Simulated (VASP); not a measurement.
Input of a VASP 6.6.1 run:

File INCAR:

```
SYSTEM = NdBi2S3
  PREC = Accurate
  ENCUT = 500
  EDIFF = 1E-7
  ISMEAR = 0
  SIGMA = 0.1
  LREAL = .False.
  LASPH = .True.
  NELM = 200
  ALGO = Normal
  ISIF = 3
  LWAVE = .False.
  LCHARG = .False.
  GGA = PE
  IBRION = 2
  NSW = 100
  EDIFFG = -0.01
  GGA_COMPAT = .False.
  NELMIN = 4
  LMAXMIX = 6
```

The input KPOINTS:

```
regular mesh
0
Gamma
  6 6 6
  0 0 0
```

Contents of POSCAR:

```
NdBi2S3
1.0
    4.9202683099      0.0000000000      0.0000000000
   -2.4601341549      4.2610773498      0.0000000000
    0.0000000000      0.0000000000      6.7694207732
Nd Bi S
1 2 3
Direct
    0.0000000000      0.0000000000      0.0000000000
    0.3333333333      0.6666666667      0.3710686617
    0.6666666667      0.3333333333      0.6289313383
    0.3333333333      0.6666666667      0.8498488169
    0.6666666667      0.3333333333      0.1501511831
    0.0000000000      0.0000000000      0.5000000000
```

Potentials or basis: VASP PAW PBE potentials, release 64 (Nd_3, Bi_d, S), 4f in core.

Run with:

```sh
$ cat potpaw_PBE.64/Nd_3/POTCAR potpaw_PBE.64/Bi_d/POTCAR potpaw_PBE.64/S/POTCAR > POTCAR
$ mpirun -np 1 vasp_std > vasp.out
```

(1) Predict the band gap on the k mesh.

(2) What does it give for the relaxed volume?

(3) Estimate the relaxed cell.

## Answers

(1) zero (an odd number of electrons rules out a gap without spin polarisation).

(2) 26.92 Å³/atom.

(3) a = 4.513 Å, b = 4.513 Å, c = 9.159 Å, α = 90.00°, β = 90.00°, γ = 120.00°.

Caveat: a cell axis changed by over 15 % at a fixed basis, so the end point is rough; spin-orbit coupling is left out, which moves the levels of the heavy elements; the 4f electrons are frozen in the core, so they carry no moment and show no levels; an odd number of electrons without spin polarisation forces a metal; a magnetic or distorted state may lie lower; the run has no spin polarisation, though such a crystal can be magnetic.
